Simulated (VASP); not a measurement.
## C: single point with PBE

C:

```xyz
1
Lattice="-1.1841 1.1841 1.1841 1.1841 -1.1841 1.1841 1.1841 1.1841 -1.1841" Properties=species:S:1:pos:R:3 pbc="T T T"
C     0.0000    0.0000    0.0000
```

- Program: VASP 6.6.1
- Task: single point
- Functional: PBE
- Potentials or basis: VASP PAW PBE potentials, release 64 (C)
- Cutoff: 600 eV
- k mesh: 16 × 16 × 16
- Occupations: fermi-dirac, width 0.03 eV
- Spin: no spin polarisation

* Pressure: -0.1 GPa
* Band gap on the k mesh: zero (bands 2 and 3 overlap by 14.05 eV)

Levels at points of the mesh, in eV from the Fermi level:
| k point | band 1 | band 2 | band 3 | band 4 | band 5 |
| --- | --- | --- | --- | --- | --- |
| (0.00, 0.00, 0.00) | -19.69 | 9.13 | 9.13 | 9.13 | 33.33 |
| (0.50, 0.00, 0.00) | -8.90 | -8.61 | 4.45 | 7.72 | 21.76 |
| (0.50, 0.50, 0.50) | -1.56 | -1.56 | -1.56 | 0.65 | 11.99 |

It took 4.8 s on 1 thread of Intel Xeon 8259CL, on a shared host, peak memory 0.11 GiB.
